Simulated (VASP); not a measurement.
HoAuF4:

```
CELL_PARAMETERS angstrom
3.85720 0.00000 0.00000
0.00000 3.85720 0.00000
0.00000 0.00000 5.54279
ATOMIC_POSITIONS crystal
Ho 0.50000 0.50000 0.50000
Au 0.00000 0.00000 0.00000
F 0.50000 0.00000 0.76315
F 0.00000 0.50000 0.23685
F 0.50000 0.00000 0.23685
F 0.00000 0.50000 0.76315
```

The cell was generated, and may not be a known phase.

```yaml
Program: VASP 6.6.1
Task: relaxation of cell and atoms
Functional: PBE
Potentials_or_basis: VASP PAW PBE potentials, release 64 (Ho_3, Au, F), 4f in core
Cutoff: 600 eV
k_mesh: 3 × 3 × 2
Occupations: gaussian, width 0.15 eV
Spin: no spin polarisation
```

At the start: pressure 7.4 GPa; volume 13.74 Å³/atom.

**Question.** How do energy, volume and symmetry change on relaxing?

**Answer.** Over 12 steps the energy falls by 337.8 meV/atom and the volume is 15.03 Å³/atom (+9.4 %); space group P4/mmm (No. 123, to 0.1 Å) before and after.

Step by step:
```csv
step,energy change (eV),largest force (eV/Å),pressure (GPa),volume (Å³)
1,0.0000,2.9147,7.41,82.47
2,-1.3345,1.4270,-2.79,90.26
3,-1.4951,0.7461,-5.46,94.12
4,-1.7954,0.0620,1.15,88.23
5,-1.7982,0.1583,1.96,87.68
6,-1.9562,0.0523,1.79,88.11
7,-2.0151,0.0180,1.82,88.37
8,-2.0159,0.0134,2.29,88.36
9,-2.0128,0.1744,-1.97,92.14
10,-2.0254,0.0862,0.06,90.01
11,-2.0254,0.0891,-0.01,90.08
12,-2.0269,0.0215,0.04,90.20
```

Final structure:
```
Ho Au F
1.0
     3.83030    0.00000    0.00000
     0.00000    3.83030    0.00000
     0.00000    0.00000    6.14832
Ho Au F
1 1 4
Direct
  0.50000 0.50000 0.50000
  0.00000 0.00000 0.00000
  0.50000 0.00000 0.70435
  0.00000 0.50000 0.29565
  0.50000 0.00000 0.29565
  0.00000 0.50000 0.70435
```

Caveat: the k points lie up to 0.55 Å⁻¹ apart in the final cell.
